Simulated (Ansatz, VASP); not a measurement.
## Al2Cu in VASP and in Ansatz

File INCAR:

```
SYSTEM = Al2Cu
PREC = Accurate
ENCUT = 520
EDIFF = 1E-6
ISMEAR = 0
SIGMA = 0.15
LREAL = .False.
LASPH = .True.
NELM = 60
ALGO = Fast
ISIF = 2
LWAVE = .False.
LCHARG = .False.
GGA = PS
NBANDS = 26
```

File KPOINTS:

```
regular mesh
0
Gamma
  10 10 10
  0 0 0
```

POSCAR

```
Al2Cu
1.0
   -2.8766500000      2.8766500000      2.3655500000
    2.8766500000     -2.8766500000      2.3655500000
    2.8766500000      2.8766500000     -2.3655500000
Al Cu
4 2
Direct
    0.1593210787      0.6593210787      0.8186421574
    0.6593210787      0.8406789213      0.5000000000
    0.8406789213      0.3406789213      0.1813578426
    0.3406789213      0.1593210787      0.5000000000
    0.7500000000      0.7500000000      0.0000000000
    0.2500000000      0.2500000000      0.0000000000
```

Input for Ansatz:

```yaml
crystal:
  lattice:
    - [-2.87665, 2.87665, 2.36555]
    - [2.87665, -2.87665, 2.36555]
    - [2.87665, 2.87665, -2.36555]
  atoms:
    - { symbol: Al, position: [0.1593210787, 0.6593210787, 0.8186421574] }
    - { symbol: Al, position: [0.6593210787, 0.8406789213, 0.5] }
    - { symbol: Al, position: [0.8406789213, 0.3406789213, 0.1813578426] }
    - { symbol: Al, position: [0.3406789213, 0.1593210787, 0.5] }
    - { symbol: Cu, position: [0.75, 0.75, 0.0] }
    - { symbol: Cu, position: [0.25, 0.25, 0.0] }
basis:
  ecutwfc: 520.0
kpoints:
  mp_grid: { grid: [10, 10, 10] }
hamiltonian:
  xc: pbesol
  pseudopotentials: { kind: paw, azcp: { folder: soft_1 } }
scf:
  occupations: { method: gaussian, width: 0.15 }
output:
  forces: true
  stress: true
  eigenvalues: true
```

Alike in both runs: task single point; functional PBEsol; k mesh 10 × 10 × 10; occupations gaussian, width 0.15 eV; no spin polarisation.

```csv
,VASP,Ansatz
version,VASP 6.6.1,Ansatz 0.2.0
potentials or method,"VASP PAW PBE potentials, release 64 (Al, Cu), cutoff 520 eV","scalar-relativistic, plane waves, PAW"
valence electrons in the cell,34,50
```

VASP gave:

- gap on the k mesh at the Fermi level (eV): none
- pressure (GPa): 14.3
- traceless stress, the component that is largest in VASP (GPa): -2.51
- rms of the force components (eV/Å): 0.007

Task: Estimate Ansatz's values.

Result: gap on the k mesh at the Fermi level (eV): none; pressure (GPa): 14.0; traceless stress, the component that is largest in VASP (GPa): -2.56; rms of the force components (eV/Å): 0.007.

VASP's potentials were made for PBE, not for PBEsol, and Ansatz warns of the same on its side. Atom by atom the forces differ by 0.000 eV/Å (rms over components). A gap of «none» marks a metal or a gap that the smearing closes. VASP's potentials hold 34 valence electrons a cell and Ansatz's 50, so a difference there can come from the potentials and not from the codes.
